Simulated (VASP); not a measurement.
Runs of VASP 6.6.1 on La. The structure is that of space group P6_3/mmc (No. 194), or close to it. The cells are those of the table. 

| task | cell | k mesh | cutoff (eV) | gap on the mesh (eV) | pressure (GPa) |
| --- | --- | --- | --- | --- | --- |
| single point | a = 3.938, b = 3.938, c = 6.321 Å, angles 90.0, 90.0, 120.0°, 2 atoms | 11 × 11 × 6 | 520 | none | -1.7 |
| single point | a = 3.889, b = 3.889, c = 6.242 Å, angles 90.0, 90.0, 120.0°, 2 atoms | 11 × 11 × 6 | 520 | none | (b) |
| single point | a = 3.839, b = 3.839, c = 6.161 Å, angles 90.0, 90.0, 120.0°, 2 atoms | 11 × 11 × 6 | 520 | none | 0.0 |
| single point | a = 3.839, b = 3.839, c = 6.161 Å, angles 90.0, 90.0, 120.0°, 2 atoms | 16 × 16 × 9 | 520 | none | 0.0 |
| single point | a = 3.787, b = 3.787, c = 6.078 Å, angles 90.0, 90.0, 120.0°, 2 atoms | 11 × 11 × 6 | 520 | none | 1.0 |
| single point | a = 3.733, b = 3.733, c = 5.992 Å, angles 90.0, 90.0, 120.0°, 2 atoms | 11 × 11 × 6 | 520 | none | (a) |
| single point | a = 3.679, b = 3.679, c = 5.904 Å, angles 90.0, 90.0, 120.0°, 2 atoms | 11 × 11 × 6 | 520 | none | 3.6 |
| relaxation of cell and atoms | relaxed from a = 3.754, b = 3.754, c = 6.131 Å, angles 90.0, 90.0, 120.0°, 2 atoms | 10 × 10 × 5 | 600 | none | 0.0 |

Alike in all rows: level revPBE; potentials or basis VASP PAW PBE potentials, release 64 (La); no spin polarisation; smearing fermi-dirac 0.1 eV.

Problem. Fill in the values left out.

Solution. (a) 2.2; (b) -0.9.

Caveats: the PAW data sets were made with another functional, which shifts forces and pressure a little; spin-orbit coupling is left out, which moves the levels of the heavy elements; the cell stands under pressure (at least some runs).

A k mesh can miss the band edges, and the runs leave out spin-orbit coupling on La.

A gap of «none» marks levels without a gap at the run's occupations.
